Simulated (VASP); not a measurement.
# N in VASP: a series of runs, part 3 of 3

VASP 6.6.1. The steps go on from the part before.

### Step 5. Relaxation of cell and atoms, PBE

This run uses another cell than the first one, of 21.49 Å³/atom, 0.754 times its volume.

File INCAR:

```
ALGO = Normal
EDIFF = 1E-7
EDIFFG = -0.01
ENCUT = 600
GGA = PE
IBRION = 2
ISIF = 3
ISMEAR = 0
LASPH = T
LCHARG = F
LREAL = F
LWAVE = F
NELM = 80
NSW = 100
PREC = Accurate
SIGMA = 0.02
```

File KPOINTS:

```
k-points
0
Gamma
  4 4 4
```

File POSCAR:

```
N
1.0
    5.5605176600      0.0000000000      0.0000000000
    0.0000000000      5.5605176600      0.0000000000
    0.0000000000      0.0000000000      5.5605176600
N
8
Direct
    0.0573973300      0.0573973300      0.0573973300
    0.4426026700      0.9426026700      0.5573973300
    0.5573973300      0.4426026700      0.9426026700
    0.9426026700      0.5573973300      0.4426026700
    0.9426026700      0.9426026700      0.9426026700
    0.5573973300      0.0573973300      0.4426026700
    0.4426026700      0.5573973300      0.0573973300
    0.0573973300      0.4426026700      0.5573973300
```

Potentials or basis: VASP PAW PBE potentials, release 64 (N).

Command:

```console
> cat potpaw_PBE.64/N/POTCAR > POTCAR
> mpirun -np 1 vasp_std > vasp.out
```

OUTCAR:

```text
EDIFF = 1E-7
   EDIFFG = -0.01
   ENCUT = 600
   GGA = PE
   IBRION = 2
   ISIF = 3
   ISMEAR = 0
   LASPH = T
   LREAL = F
   NELM = 80
   NSW = 100
   PREC = Accurate

 ion  position               nearest neighbor table
   1  0.057  0.057  0.057-   5 1.11
   2  0.443  0.943  0.557-   6 1.11
   3  0.557  0.443  0.943-   7 1.11
   4  0.943  0.557  0.443-   8 1.11
   5  0.943  0.943  0.943-   1 1.11
   6  0.557  0.057  0.443-   2 1.11
   7  0.443  0.557  0.057-   3 1.11
   8  0.057  0.443  0.557-   4 1.11

  LATTYP: Found a simple cubic cell.
 ALAT       =     5.5605176600

  Lattice vectors:

 A1 = (   5.5605176600,   0.0000000000,   0.0000000000)
 A2 = (   0.0000000000,   5.5605176600,   0.0000000000)
 A3 = (   0.0000000000,   0.0000000000,   5.5605176600)

Analysis of symmetry for initial positions (statically):
=====================================================================
 Subroutine PRICEL returns:
 Original cell was already a primitive cell.

 Routine SETGRP: Setting up the symmetry group for a
 simple cubic supercell.

 Subroutine GETGRP returns: Found 24 space group operations
 (whereof  6 operations were pure point group operations)
 out of a pool of 48 trial point group operations.
[... 166 lines left out ...]

------------------------ aborting loop because EDIFF is reached ----------------------------------------

  FORCE on cell =-STRESS in cart. coord.  units (eV):
  Direction    XX          YY          ZZ          XY          YZ          ZX
  --------------------------------------------------------------------------------------
  -------------------------------------------------------------------------------------
  Total        2.0265089      2.0265089      2.0265089     -0.0000000     -0.0000000      0.0000000
  in kB       18.8848452     18.8848452     18.8848452     -0.0000000     -0.0000000      0.0000000
  external PRESSURE =      18.8848452 kB  Pullay stress =       0.0000000 kB
[... 107 lines left out ...]
  FREE ENERGIE OF THE ION-ELECTRON SYSTEM (eV)
  ---------------------------------------------------
  free  energy   TOTEN  =       -66.6388972823 eV

  energy  without entropy=      -66.6388972823  energy(sigma->0) =      -66.63889728

[... ionic steps 4 to 10 ...]

--------------------------------------- Ionic step       11  -------------------------------------------

 number of electron      39.9999996 magnetization

------------------------ aborting loop because EDIFF is reached ----------------------------------------
[... 79 lines left out ...]
--------------------------------------- Ionic step       13  -------------------------------------------

 number of electron      39.9999996 magnetization

 Free energy of the ion-electron system (eV)
  ---------------------------------------------------
  ext. energy  EPLUGINS =         0.00000000
  ---------------------------------------------------
  free energy    TOTEN  =       -66.69054879 eV

  energy without entropy =      -66.69054879  energy(sigma->0) =      -66.69054879

 E-fermi :  -6.8373     XC(G=0):  -5.9900

 val. band max:       -7.0063094020   @ k =   0.5000   0.0000   0.0000
 cond. band min:       0.3957106832   @ k =   0.0000   0.0000   0.0000
 fundamental gap:      7.4020200852
 Fermi energy:        -6.8373204569

 k-point     1 :       0.0000    0.0000    0.0000
  band No.  band energies     occupation
      1     -25.1518      2.00000
      2     -25.1183      2.00000
      3     -25.1183      2.00000
      4     -25.1183      2.00000
      5     -10.5544      2.00000
      6     -10.5544      2.00000
[... 332 lines left out ...]
  FREE ENERGIE OF THE ION-ELECTRON SYSTEM (eV)
  ---------------------------------------------------
  free  energy   TOTEN  =       -66.6905487906 eV

  energy  without entropy=      -66.6905487906  energy(sigma->0) =      -66.69054879

 reached required accuracy - stopping structural energy minimisation
```

CONTCAR:

```text
N
   1.00000000000000
     5.9057588406976773   -0.0000000000000000    0.0000000000000000
     0.0000000000000000    5.9057588406976782   -0.0000000000000000
     0.0000000000000000   -0.0000000000000000    5.9057588406976773
  N
     8
Direct
     0.0543880887259201    0.0543880887259201    0.0543880887259201
     0.4456119112740798    0.9456119112740802    0.5543880887259198
     0.5543880887259198    0.4456119112740798    0.9456119112740802
     0.9456119112740802    0.5543880887259198    0.4456119112740798
     0.9456119112740802    0.9456119112740802    0.9456119112740802
     0.5543880887259198    0.0543880887259201    0.4456119112740798
     0.4456119112740798    0.5543880887259198    0.0543880887259201
     0.0543880887259201    0.4456119112740798    0.5543880887259198

  0.00000000E+00  0.00000000E+00  0.00000000E+00
  0.00000000E+00  0.00000000E+00  0.00000000E+00
  0.00000000E+00  0.00000000E+00  0.00000000E+00
  0.00000000E+00  0.00000000E+00  0.00000000E+00
  0.00000000E+00  0.00000000E+00  0.00000000E+00
  0.00000000E+00  0.00000000E+00  0.00000000E+00
  0.00000000E+00  0.00000000E+00  0.00000000E+00
  0.00000000E+00  0.00000000E+00  0.00000000E+00
```

Run time: 8.5 min. Hardware: 1 thread of Intel Xeon 6975P-C, shared host; peak memory 0.33 GiB.

What came out:

```
Free energy                            : -66.6905 eV
Relaxed volume                         : 25.75 Å³/atom
Relaxed cell                           : a = 5.906 Å, b = 5.906 Å, c = 5.906 Å, α = 90.00°, β = 90.00°, γ = 90.00°
Space group after relaxing (to 0.05 Å) : Pa-3 (No. 205)
Energy gained by relaxing              : 8.1 meV/atom
Ionic steps                            : 13
Pressure after relaxing                : 0.0 GPa
Band gap on the k mesh                 : 7.40 eV, indirect (least direct gap 7.42 eV)
```

Forces in eV/Å, atoms in the order of the input:
```
N   -0.001 -0.001 -0.001
N    0.001  0.001 -0.001
N   -0.001  0.001  0.001
N    0.001 -0.001  0.001
N    0.001  0.001  0.001
N   -0.001 -0.001  0.001
N    0.001 -0.001 -0.001
N   -0.001  0.001 -0.001
```

Step by step:
| step | energy change (eV) | largest force (eV/Å) | pressure (GPa) | volume (Å³) |
| --- | --- | --- | --- | --- |
| 1 | 0.0000 | 0.9756 | 1.89 | 171.93 |
| 2 | 2.4182 | 10.4692 | -14.65 | 178.31 |
| 3 | -0.0129 | 0.2259 | 0.25 | 172.32 |
| 4 | -0.0133 | 0.0784 | 0.45 | 172.26 |
| 5 | -0.0133 | 0.0520 | 0.49 | 172.25 |
| 6 | -0.0180 | 0.0515 | 0.45 | 173.65 |
| 7 | -0.0304 | 0.0402 | 0.37 | 177.89 |
| 8 | -0.0487 | 0.0245 | 0.29 | 186.58 |
| 9 | -0.0630 | 0.3261 | 0.40 | 204.80 |
| 10 | -0.0645 | 0.0124 | 0.03 | 205.87 |
| 11 | -0.0645 | 0.0134 | 0.00 | 205.96 |
| 12 | -0.0645 | 0.0201 | -0.01 | 205.98 |
| 13 | -0.0645 | 0.0021 | 0.01 | 205.98 |

Final structure:
```yaml
crystal:
  lattice:
    - [5.90576, 0.00000, 0.00000]
    - [0.00000, 5.90576, 0.00000]
    - [0.00000, 0.00000, 5.90576]
  atoms:
    - { symbol: N, position: [0.05439, 0.05439, 0.05439] }
    - { symbol: N, position: [0.44561, 0.94561, 0.55439] }
    - { symbol: N, position: [0.55439, 0.44561, 0.94561] }
    - { symbol: N, position: [0.94561, 0.55439, 0.44561] }
    - { symbol: N, position: [0.94561, 0.94561, 0.94561] }
    - { symbol: N, position: [0.55439, 0.05439, 0.44561] }
    - { symbol: N, position: [0.44561, 0.55439, 0.05439] }
    - { symbol: N, position: [0.05439, 0.44561, 0.55439] }
```

Caveat: the standard files for N, O and F lose accuracy on very short bonds; the volume moved by over 15 % at a fixed basis, so the end points are rough. A k mesh can miss the band edges.

### Step 6. Relaxation of cell and atoms, PBE

This run uses another cell than the first one, of 28.13 Å³/atom, 0.986 times its volume.

File INCAR:

```
SYSTEM = N
  PREC = Accurate
  ENCUT = 600
  EDIFF = 1E-6
  ISMEAR = 0
  SIGMA = 0.02
  LREAL = .FALSE.
  LASPH = .TRUE.
  NELM = 60
  ALGO = Normal
  ISIF = 3
  LWAVE = .FALSE.
  LCHARG = .FALSE.
  GGA = PE
  IBRION = 2
  NSW = 100
  EDIFFG = -0.01
```

File KPOINTS:

```
Automatic mesh
0
G
  4 4 4
  0 0 0
```

File POSCAR:

```
N
1.0
    6.0823679804      0.0000000000      0.0000000000
    0.0000000000      6.0823679804      0.0000000000
    0.0000000000      0.0000000000      6.0823679804
N
8
Direct
    0.0522942627      0.0522942627      0.0522942627
    0.4477057373      0.9477057373      0.5522942627
    0.5522942627      0.4477057373      0.9477057373
    0.9477057373      0.5522942627      0.4477057373
    0.9477057373      0.9477057373      0.9477057373
    0.5522942627      0.0522942627      0.4477057373
    0.4477057373      0.5522942627      0.0522942627
    0.0522942627      0.4477057373      0.5522942627
```

Potentials or basis: VASP PAW PBE potentials, release 64 (N).

Command:

```console
> cat potpaw_PBE.64/N/POTCAR > POTCAR
> mpirun -np 1 vasp_std > vasp.out
```

Run time: 11 min. Hardware: 1 thread of Intel Xeon 6975P-C, shared host; peak memory 0.37 GiB.

The run converged. Its results:

- Free energy: -66.7505 eV
- Relaxed volume: 25.48 Å³/atom
- Relaxed cell: a = 5.886 Å, b = 5.886 Å, c = 5.886 Å, α = 90.00°, β = 90.00°, γ = 90.00°
- Space group after relaxing (to 0.05 Å): Pa-3 (No. 205)
- Energy gained by relaxing: 5.5 meV/atom
- Ionic steps: 13
- Pressure after relaxing: 0.0 GPa
- Band gap on the k mesh: 7.40 eV, indirect (least direct gap 7.41 eV)

Forces on the atoms (eV/Å):
```
N    0.001  0.001  0.001
N   -0.001 -0.001  0.001
N    0.001 -0.001 -0.001
N   -0.001  0.001 -0.001
N   -0.001 -0.001 -0.001
N    0.001  0.001 -0.001
N   -0.001  0.001  0.001
N    0.001 -0.001  0.001
```

The path:
```csv
step,energy change (eV),largest force (eV/Å),pressure (GPa),volume (Å³)
1,0.0000,1.6653,1.61,225.02
2,5.5518,13.4219,-15.73,234.35
3,-0.0324,0.3858,-0.52,225.60
4,-0.0344,0.0639,-0.19,225.49
5,-0.0345,0.0062,-0.11,225.47
6,-0.0345,0.0321,-0.08,225.46
7,-0.0349,0.0303,-0.08,224.97
8,-0.0359,0.0238,-0.09,223.52
9,-0.0379,0.0139,-0.09,220.64
10,-0.0411,0.0062,-0.07,214.95
11,-0.0436,0.0415,0.06,203.87
12,0.0437,2.4531,-2.87,203.61
13,-0.0436,0.0020,0.01,203.87
```

Final structure:
```
N
1.0
     5.88552    0.00000    0.00000
     0.00000    5.88552    0.00000
     0.00000    0.00000    5.88552
N
8
Direct
  0.05455 0.05455 0.05455
  0.44545 0.94545 0.55455
  0.55455 0.44545 0.94545
  0.94545 0.55455 0.44545
  0.94545 0.94545 0.94545
  0.55455 0.05455 0.44545
  0.44545 0.55455 0.05455
  0.05455 0.44545 0.55455
```

Levels at points of the mesh, in eV from the valence-band top:
```tsv
k point	band 16	band 17	band 18	band 19	band 20	band 21	band 22	band 23	band 24	band 25
(0.00, 0.00, 0.00)	-1.33	-0.69	-0.02	-0.02	-0.02	7.40	7.40	7.40	8.08	8.08
(0.50, 0.00, 0.00)	-1.40	-0.26	-0.26	0.00	0.00	7.59	7.59	7.89	7.89	7.98
(0.50, 0.50, 0.00)	-1.39	-0.13	-0.13	-0.13	-0.13	7.88	7.88	7.88	7.88	8.00
(0.50, 0.50, 0.50)	-1.33	-0.17	-0.17	-0.17	-0.17	7.88	7.88	7.88	7.88	8.05
```

Caveat: the standard files for N, O and F lose accuracy on very short bonds.

### Step 7. Relaxation of cell and atoms, PBE

File INCAR:

```
SYSTEM = N
PREC = Accurate
ENCUT = 600
EDIFF = 1E-7
ISMEAR = 0
SIGMA = 0.02
LREAL = .False.
LASPH = .True.
NELM = 100
ALGO = Normal
ISIF = 3
LWAVE = .False.
LCHARG = .False.
GGA = PE
IBRION = 2
NSW = 100
EDIFFG = -0.01
```

File KPOINTS:

```
regular mesh
0
Gamma
  4 4 4
  0 0 0
```

File POSCAR:

```
N
1.0
    6.1100808470      0.0000000000      0.0000000000
    0.0000000000      6.1100808470      0.0000000000
    0.0000000000      0.0000000000      6.1100808470
N
8
Direct
    0.0520826981      0.0520826981      0.0520826981
    0.4479173019      0.9479173019      0.5520826981
    0.5520826981      0.4479173019      0.9479173019
    0.9479173019      0.5520826981      0.4479173019
    0.9479671705      0.9479671705      0.9479671705
    0.5520328295      0.0520328295      0.4479671705
    0.4479671705      0.5520328295      0.0520328295
    0.0520328295      0.4479671705      0.5520328295
```

Command:

```console
> cat potpaw_PBE.64/N/POTCAR > POTCAR
> mpirun -np 1 vasp_std > vasp.out
```

Run time: 12 min. Hardware: 1 thread of Intel Xeon 6975P-C, shared host; peak memory 0.37 GiB.

Results (log left out):

```
Free energy                            : -66.7537 eV
Relaxed volume                         : 25.42 Å³/atom
Relaxed cell                           : a = 5.880 Å, b = 5.880 Å, c = 5.880 Å, α = 90.00°, β = 90.00°, γ = 90.00°
Space group after relaxing (to 0.05 Å) : Pa-3 (No. 205)
Energy gained by relaxing              : 5.8 meV/atom
Ionic steps                            : 13
Pressure after relaxing                : 0.0 GPa
Largest force after relaxing           : 0.004 eV/Å
Band gap on the k mesh                 : 7.39 eV, indirect (least direct gap 7.41 eV)
```

Forces in eV/Å, atoms in the order of the input:
```
N    0.002  0.002  0.002
N   -0.002 -0.002  0.002
N    0.002 -0.002 -0.002
N   -0.002  0.002 -0.002
N   -0.002 -0.002 -0.002
N    0.002  0.002 -0.002
N   -0.002  0.002  0.002
N    0.002 -0.002  0.002
```

Step by step:
```csv
step,energy change (eV),largest force (eV/Å),pressure (GPa),volume (Å³)
1,0.0000,1.6647,1.57,228.11
2,5.5406,13.4138,-15.52,237.48
3,-0.0324,0.3803,-0.53,228.70
4,-0.0344,0.0624,-0.20,228.58
5,-0.0345,0.0085,-0.12,228.56
6,-0.0345,0.0344,-0.10,228.55
7,-0.0349,0.0316,-0.10,227.98
8,-0.0363,0.0243,-0.10,226.28
9,-0.0388,0.0140,-0.10,222.91
10,-0.0430,0.0099,-0.07,216.26
11,-0.0461,0.0700,0.09,203.37
12,-0.0255,1.2170,-1.41,202.52
13,-0.0462,0.0040,0.02,203.33
```

Final structure:
```xyz
8
Lattice="5.8803 0.0000 0.0000 0.0000 5.8803 0.0000 0.0000 0.0000 5.8803" Properties=species:S:1:pos:R:3 pbc="T T T"
N     0.3212    0.3212    0.3212
N     2.6190    5.5591    3.2613
N     3.2613    2.6190    5.5591
N     5.5591    3.2613    2.6190
N     5.5594    5.5594    5.5594
N     3.2611    0.3209    2.6192
N     2.6192    3.2611    0.3209
N     0.3209    2.6192    3.2611
```

Levels at points of the mesh, in eV from the valence-band top:
```tsv
k point	band 17	band 18	band 19	band 20	band 21	band 22	band 23	band 24
(0.00, 0.00, 0.00)	-0.69	-0.02	-0.02	-0.02	7.39	7.39	7.39	8.08
(0.50, 0.00, 0.00)	-0.26	-0.26	0.00	0.00	7.59	7.59	7.89	7.89
(0.50, 0.50, 0.00)	-0.13	-0.13	-0.13	-0.13	7.88	7.88	7.88	7.88
(0.50, 0.50, 0.50)	-0.17	-0.17	-0.17	-0.17	7.88	7.88	7.88	7.88
```

Caveat: the standard files for N, O and F lose accuracy on very short bonds.

### Step 8. Summary

```tsv
task	cell	cutoff (eV)	gap on the mesh (eV)	pressure (GPa)	relaxed volume (Å³/atom)	largest force (eV/Å)
single point	a = 6.110 Å, 8 atoms	520	7.63	1.6	-	1.75
single point	a = 6.082 Å, 8 atoms	520	7.61	1.7	-	1.75
relaxation of cell and atoms	relaxed from a = 5.561 Å, 8 atoms	600	7.40	0.0	25.75	-
relaxation of cell and atoms	relaxed from a = 6.082 Å, 8 atoms	600	7.40	0.0	25.48	-
relaxation of cell and atoms	relaxed from a = 6.110 Å, 8 atoms	600	7.39	0.0	25.42	-
```

Alike in all rows: level PBE; potentials or basis VASP PAW PBE potentials, release 64 (N); no spin polarisation; k mesh 4 × 4 × 4; smearing gaussian 0.02 eV.

Caveats: the standard files for N, O and F lose accuracy on very short bonds; forces of over 1 eV/Å act on the atoms, so gaps and moduli don't describe the material at rest (some runs); the volume moved by over 15 % at a fixed basis, so the end points are rough (some runs).

Absolute energies hang on the potentials; compare differences alone.
